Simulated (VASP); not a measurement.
# CaF2 (Fluorite) (Fm-3m) in VASP: further runs

CaF2 (Fluorite) is run at these levels: PBE; tasks: single point.

Program: VASP 6.6.1. These are calculated values, not measurements. Logs are shortened: lines on timing, memory, paths and dates and some standing lists are left out, and cuts for length are marked.

## (1) The cell of the first run

The structure is cubic, space group Fm-3m (No. 225). Conventional cell: a = 5.350 Å, b = 5.350 Å, c = 5.350 Å, α = 90.00°, β = 90.00°, γ = 90.00°. Ca (site symmetry m-3m) has 8 F at 2.32 Å within 3.1 Å. Within 3.1 Å of F (site symmetry -43m) lie 4 Ca at 2.32 Å and 6 F at 2.68 Å.

## (2) Single point, PBE

Contents of INCAR:

```
SYSTEM = CaF2
PREC = Accurate
ENCUT = 600
EDIFF = 1E-6
ISMEAR = 0
SIGMA = 0.01
LREAL = .False.
LASPH = .True.
NELM = 120
ALGO = Normal
ISIF = 2
LWAVE = .False.
LCHARG = .True.
GGA = PE
LELF = .True.
LVHAR = .True.
NBANDS = 19
GGA_COMPAT = .False.
```

Contents of KPOINTS:

```
regular mesh
0
Gamma
  6 6 6
  0 0 0
```

Contents of POSCAR:

```
CaF2
1.0
    0.0000000000      2.6752496629      2.6752496629
    2.6752496629      0.0000000000      2.6752496629
    2.6752496629      2.6752496629      0.0000000000
Ca F
1 2
Direct
    0.0000000000      0.0000000000      0.0000000000
    0.2500000000      0.2500000000      0.2500000000
    0.7500000000      0.7500000000      0.7500000000
```

Potentials or basis: VASP PAW PBE potentials, release 64 (Ca_sv, F).

On the command line:

```bash
> cat potpaw_PBE.64/Ca_sv/POTCAR potpaw_PBE.64/F/POTCAR > POTCAR
> mpirun -np 1 vasp_std > vasp.out
```

OUTCAR:

```text
SYSTEM = CaF2
   PREC = Accurate
   ENCUT = 600
   EDIFF = 1E-6
   ISMEAR = 0
   LREAL = .False.
   LASPH = .True.
   NELM = 120
   ISIF = 2
   GGA = PE

 ion  position               nearest neighbor table
   1  0.000  0.000  0.000-   3 2.32   3 2.32   3 2.32   2 2.32   3 2.32   2 2.32   2 2.32   2 2.32

   2  0.250  0.250  0.250-   1 2.32   1 2.32   1 2.32   1 2.32
   3  0.750  0.750  0.750-   1 2.32   1 2.32   1 2.32   1 2.32

  LATTYP: Found a face centered cubic cell.
 ALAT       =     5.3504993258

  Lattice vectors:

 A1 = (   0.0000000000,   2.6752496629,   2.6752496629)
 A2 = (   2.6752496629,   0.0000000000,   2.6752496629)
 A3 = (   2.6752496629,   2.6752496629,   0.0000000000)

Analysis of symmetry for initial positions (statically):
=====================================================================
 Subroutine PRICEL returns:
 Original cell was already a primitive cell.

 Routine SETGRP: Setting up the symmetry group for a
 face centered cubic supercell.

 Subroutine GETGRP returns: Found 48 space group operations
 (whereof 48 operations were pure point group operations)
 out of a pool of 48 trial point group operations.

The static configuration has the point symmetry O_h .

Analysis of symmetry for dynamics (positions and initial velocities):
=====================================================================
 Subroutine PRICEL returns:
 Original cell was already a primitive cell.

 Routine SETGRP: Setting up the symmetry group for a
 face centered cubic supercell.

 Subroutine GETGRP returns: Found 48 space group operations
 (whereof 48 operations were pure point group operations)
 out of a pool of 48 trial point group operations.

The dynamic configuration has the point symmetry O_h .

 Subroutine INISYM returns: Found 48 space group operations
 (whereof 48 operations are pure point group operations),
 and found     1 'primitive' translations

----------------------------------------------------------------------------------------

                                     Primitive cell

  volume of cell :      38.2933

  direct lattice vectors                    reciprocal lattice vectors
     0.000000000  2.675249663  2.675249663    -0.186898444  0.186898444  0.186898444
     2.675249663  0.000000000  2.675249663     0.186898444 -0.186898444  0.186898444
     2.675249663  2.675249663  0.000000000     0.186898444  0.186898444 -0.186898444

  length of vectors
     3.783374356  3.783374356  3.783374356     0.323717601  0.323717601  0.323717601

  position of ions in fractional coordinates (direct lattice)
     0.000000000  0.000000000  0.000000000
     0.250000000  0.250000000  0.250000000
     0.750000000  0.750000000  0.750000000

  ion indices of the primitive-cell ions
   primitive index   ion index
                 1           1
                 2           2
                 3           3

----------------------------------------------------------------------------------------

 KPOINTS: regular mesh

Automatic generation of k-mesh.
 Grid dimensions read from file:
 generate k-points for:    6    6    6

 Generating k-lattice:

  Cartesian coordinates                     Fractional coordinates (reciprocal lattice)
    -0.031149741  0.031149741  0.031149741     0.166666667  0.000000000  0.000000000
     0.031149741 -0.031149741  0.031149741     0.000000000  0.166666667  0.000000000
     0.031149741  0.031149741 -0.031149741     0.000000000  0.000000000  0.166666667

  Length of vectors
     0.053952934  0.053952934  0.053952934

  Shift w.r.t. Gamma in fractional coordinates (k-lattice)
     0.000000000  0.000000000  0.000000000

 Subroutine IBZKPT returns following result:
 ===========================================

 Found     16 irreducible k-points:

 Following reciprocal coordinates:
            Coordinates               Weight
  0.000000  0.000000  0.000000      1.000000
  0.166667  0.000000  0.000000      8.000000
  0.333333  0.000000  0.000000      8.000000
  0.500000  0.000000  0.000000      4.000000
  0.166667  0.166667  0.000000      6.000000
  0.333333  0.166667  0.000000     24.000000
[... 8 lines left out ...]
 -0.333333  0.333333  0.166667     24.000000
 -0.333333  0.500000  0.166667     12.000000
   k-points           NKPTS =     16   k-points in BZ     NKDIM =     16   number of bands    NBANDS=     19
   number of dos      NEDOS =    301   number of ions     NIONS =      3
   total plane-waves  NPLWV =  27000
   dimension x,y,z NGX =    30 NGY =   30 NGZ =   30
   dimension x,y,z NGXF=    60 NGYF=   60 NGZF=   60
   ions per type =               1   2
   NGX,Y,Z   is equivalent  to a cutoff of  13.18, 13.18, 13.18 a.u.
   NGXF,Y,Z  is equivalent  to a cutoff of  26.36, 26.36, 26.36 a.u.
 SYSTEM =  CaF2
   PREC   = accura    normal or accurate (medium, high low for compatibility)
   ISTART =      0    job   : 0-new  1-cont  2-samecut
   ICHARG =      2    charge: 1-file 2-atom 10-const
   ISPIN  =      1    spin polarized calculation?
   LNONCOLLINEAR =      F non collinear calculations
   LSORBIT =      F    spin-orbit coupling
   LASPH  =      T    aspherical Exc in radial PAW
   ENCUT  =  600.0 eV  44.10 Ry    6.64 a.u.   7.56  7.56  7.56*2*pi/ulx,y,z
   NELM   =    120;   NELMIN=  2; NELMDL= -5     # of ELM steps
   EDIFF  = 0.1E-05   stopping-criterion for ELM
   LREAL  =      F    real-space projection
   EDIFFG = 0.1E-04   stopping-criterion for IOM
   NSW    =      0    number of steps for IOM
   IBRION =     -1    ionic relax: 0-MD 1-quasi-New 2-CG
   NFREE  =      0    steps in history (QN), initial steepest desc. (CG)
   ISIF   =      2    stress and relaxation
   ISYM   =      2    0-nonsym 1-usesym 2-fastsym
   POTIM  = 0.5000    time-step for ionic-motion
   TEBEG  =    0.0;   TEEND  =   0.0 temperature during run
   PSTRESS=    0.0 pullay stress
   NELECT =      24.0000    total number of electrons
   NUPDOWN=      -1.0000    fix difference up-down
   EMIN   =  10.00;   EMAX   =-10.00  energy-range for DOS
   EFERMI =   0.00;   METHOD = LEGACY
   ISMEAR =     0;   SIGMA  =   0.01  broadening in eV -4-tet -1-fermi 0-gaus
   EFERMI_NEDOS =   21; number of points for ismear=-14 and -15
   IALGO  =     38    algorithm
   IMIX   =      4    mixing-type and parameters
     AMIX     =   0.40;   BMIX     =  1.00
     AMIX_MAG =   1.60;   BMIX_MAG =  1.00
  volume/ion in A,a.u.               =      12.76        86.14
  Fermi-wavevector in a.u.,A,eV,Ry     =   1.400998  2.647503 26.705462  1.962796
  Thomas-Fermi vector in A             =   2.523903
   LORBIT       =      0    0 simple, 1 ext, 2 COOP (PROOUT), +10 PAW based schemes
   GGA     = PE    functional components
   LHFCALC =     F    Hartree Fock is set to
   AEXX    =    0.0000 exact exchange contribution
   IVDW    =     0    specifies the selected vdW correction
   LEPSILON=     F    determine dielectric tensor
   LRPA    =     F    only Hartree local field effects (RPA)
 non-spin polarized calculation
 Gauss-broadening in eV      SIGMA  =   0.01
  energy-cutoff  :      600.00
  volume of cell :       38.29
 maximum number of plane-waves:      1303
   NGX = 15   NGY = 15   NGZ = 15

 number of electron      23.9999990 magnetization

 Free energy of the ion-electron system (eV)
  ---------------------------------------------------
  ext. energy  EPLUGINS =         0.00000000
  ---------------------------------------------------
  free energy    TOTEN  =       -17.24487050 eV

  energy without entropy =      -17.24487050  energy(sigma->0) =      -17.24487050

 E-fermi :  -0.5389     XC(G=0):  -9.9428

 val. band max:       -0.6272015898   @ k =   0.5000   0.5000   0.0000
 cond. band min:       7.0280539489   @ k =   0.0000   0.0000   0.0000
 fundamental gap:      7.6552555388
 Fermi energy:        -0.5388800022

 k-point     1 :       0.0000    0.0000    0.0000
  band No.  band energies     occupation
      1     -36.3596      2.00000
      2     -20.7181      2.00000
      3     -19.8490      2.00000
      4     -17.2968      2.00000
      5     -17.2968      2.00000
      6     -17.2968      2.00000
[... 11 lines left out ...]
     18      11.0971      0.00000
     19      16.8461      0.00000

 k-point     2 :       0.1667    0.0000    0.0000
  band No.  band energies     occupation
      1     -36.3478      2.00000
      2     -20.7910      2.00000
      3     -19.9334      2.00000
      4     -17.3106      2.00000
      5     -17.3106      2.00000
      6     -17.1655      2.00000
[... 11 lines left out ...]
     18      11.0162      0.00000
     19      15.7264      0.00000

 k-point     3 :       0.3333    0.0000    0.0000
  band No.  band energies     occupation
      1     -36.3242      2.00000
      2     -20.8693      2.00000
      3     -20.1753      2.00000
      4     -17.3378      2.00000
      5     -17.3378      2.00000
      6     -16.8857      2.00000
[... 11 lines left out ...]
     18      10.8568      0.00000
     19      14.2148      0.00000

 k-point     4 :       0.5000    0.0000    0.0000
  band No.  band energies     occupation
      1     -36.3123      2.00000
      2     -20.8665      2.00000
      3     -20.3378      2.00000
      4     -17.3513      2.00000
      5     -17.3513      2.00000
      6     -16.7409      2.00000
[... 231 lines left out ...]
     18      11.8687      0.00000
     19      15.3368      0.00000

 k-point    15 :      -0.3333    0.3333    0.1667
  band No.  band energies     occupation
      1     -36.3005      2.00000
      2     -20.7505      2.00000
      3     -20.6243      2.00000
      4     -17.4078      2.00000
      5     -17.0215      2.00000
      6     -16.8827      2.00000
[... 11 lines left out ...]
     18      13.1187      0.00000
     19      14.7227      0.00000

 k-point    16 :      -0.3333    0.5000    0.1667
  band No.  band energies     occupation
      1     -36.2966      2.00000
      2     -20.9138      2.00000
      3     -20.4768      2.00000
      4     -17.4360      2.00000
      5     -17.1559      2.00000
      6     -16.7166      2.00000
[... 11 lines left out ...]
     18      14.4189      0.00000
     19      14.6472      0.00000

------------------------ aborting loop because EDIFF is reached ----------------------------------------

  FORCE on cell =-STRESS in cart. coord.  units (eV):
  Direction    XX          YY          ZZ          XY          YZ          ZX
  --------------------------------------------------------------------------------------
  -------------------------------------------------------------------------------------
  Total        2.0862462      2.0862462      2.0862462      0.0000000      0.0000000      0.0000000
  in kB       87.2877291     87.2877291     87.2877291      0.0000000      0.0000000      0.0000000
  external PRESSURE =      87.2877291 kB  Pullay stress =       0.0000000 kB

 VOLUME and BASIS-vectors are now :
 -----------------------------------------------------------------------------
  energy-cutoff  :      600.00
  volume of cell :       38.29
      direct lattice vectors                 reciprocal lattice vectors
     0.000000000  2.675249663  2.675249663    -0.186898444  0.186898444  0.186898444
     2.675249663  0.000000000  2.675249663     0.186898444 -0.186898444  0.186898444
     2.675249663  2.675249663  0.000000000     0.186898444  0.186898444 -0.186898444

 POSITION                                       TOTAL-FORCE (eV/Angst)
 -----------------------------------------------------------------------------------
      0.00000      0.00000      0.00000         0.000000      0.000000      0.000000
      1.33762      1.33762      1.33762         0.000000      0.000000      0.000000
      4.01287      4.01287      4.01287        -0.000000     -0.000000     -0.000000
 -----------------------------------------------------------------------------------
    total drift:                                0.000000     -0.000000      0.000000

  FREE ENERGIE OF THE ION-ELECTRON SYSTEM (eV)
  ---------------------------------------------------
  free  energy   TOTEN  =       -17.2448704972 eV

  energy  without entropy=      -17.2448704972  energy(sigma->0) =      -17.24487050
```

It took 23 s on 1 thread of Intel Xeon 8259CL, shared host; peak memory 0.17 GiB.

What came out:

```
Free energy            : -17.2449 eV
Pressure               : 8.7 GPa
Band gap on the k mesh : 7.66 eV, indirect (least direct gap 7.92 eV)
```

A k mesh can miss the band edges. As with any semilocal functional, this PBE gap is likely too small.

## (3) Single point, PBE

This run uses another cell than the first one, of 13.85 Å³/atom, 1.085 times its volume.

Contents of INCAR:

```
  PREC = Accurate
  ENCUT = 600
  EDIFF = 1E-6
  ISMEAR = 0
  SIGMA = 0.01
  LREAL = False
  LASPH = True
  NELM = 120
  ALGO = Normal
  ISIF = 2
  LWAVE = False
  LCHARG = True
  GGA = PE
  LELF = True
  LVHAR = True
  NBANDS = 19
  GGA_COMPAT = False
```

Contents of KPOINTS:

```
Automatic mesh
0
Gamma
  6 6 6
```

Contents of POSCAR:

```
CaF2
1.0
    0.0000000000      2.7490866198      2.7490866198
    2.7490866198      0.0000000000      2.7490866198
    2.7490866198      2.7490866198      0.0000000000
Ca F
1 2
Direct
    0.0000000000      0.0000000000      0.0000000000
    0.2500000000      0.2500000000      0.2500000000
    0.7500000000      0.7500000000      0.7500000000
```

Potentials or basis: VASP PAW PBE potentials, release 64 (Ca_sv, F).

On the command line:

```bash
> cat potpaw_PBE.64/Ca_sv/POTCAR potpaw_PBE.64/F/POTCAR > POTCAR
> mpirun -np 1 vasp_std > vasp.out
```

Wall time 22 s (1 thread of Intel Xeon 8259CL, shared host); peak memory 0.18 GiB.

The run converged. Its results:

```
Free energy            : -17.3434 eV
Pressure               : 0.7 GPa
Band gap on the k mesh : 7.16 eV, indirect (least direct gap 7.42 eV)
```

Levels at points of the mesh, in eV from the valence-band top:
| k point | band 9 | band 10 | band 11 | band 12 | band 13 | band 14 | band 15 | band 16 |
| --- | --- | --- | --- | --- | --- | --- | --- | --- |
| (0.00, 0.00, 0.00) | -2.05 | -0.25 | -0.25 | -0.25 | 7.16 | 9.09 | 9.09 | 11.07 |
| (0.50, 0.00, 0.00) | -1.27 | -1.21 | -0.82 | -0.82 | 9.30 | 9.30 | 9.62 | 10.63 |
| (0.50, 0.50, 0.00) | -1.62 | -0.35 | -0.35 | 0.00 | 8.06 | 9.40 | 9.98 | 10.73 |

A k mesh can miss the band edges.
